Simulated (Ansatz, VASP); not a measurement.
**Ta4C3 in VASP and in Ansatz**

```
Ta C
1.0
    -3.10327    0.00000    0.00000
    -1.55164   -2.68751    0.00000
    -1.16357   -0.67179   10.16451
Ta C
4 3
Direct
  0.26291 0.26291 0.18937
  0.07462 0.07462 0.94263
  0.80241 0.80241 0.69810
  0.53049 0.53049 0.45244
  0.16601 0.16601 0.57703
  0.96259 0.96259 0.05730
  0.89621 0.89621 0.32287
```

Alike in both runs: task single point; functional PBEsol; k mesh 14 × 14 × 4; occupations gaussian, width 0.15 eV; no spin polarisation.

```csv
,VASP,Ansatz
version,VASP 6.6.1,Ansatz 0.2.0
potentials or method,"VASP PAW PBE potentials, release 64 (Ta_pv, C), cutoff 520 eV","scalar-relativistic, plane waves, PAW"
valence electrons in the cell,56,64
```

VASP gave:

| Quantity | Value |
| --- | --- |
| gap on the k mesh at the Fermi level (eV) | none |
| rms of the force components (eV/Å) | 25.814 |

Which values does Ansatz return?

gap on the k mesh at the Fermi level (eV): none; rms of the force components (eV/Å): 23.681.

VASP's potentials were made for PBE, not for PBEsol. Atom by atom the forces differ by 2.134 eV/Å (rms over components). A gap of «none» marks a metal or a gap that the smearing closes. VASP's potentials hold 56 valence electrons a cell and Ansatz's 64, so a difference there can come from the potentials and not from the codes.

Neither program's run includes spin-orbit coupling.
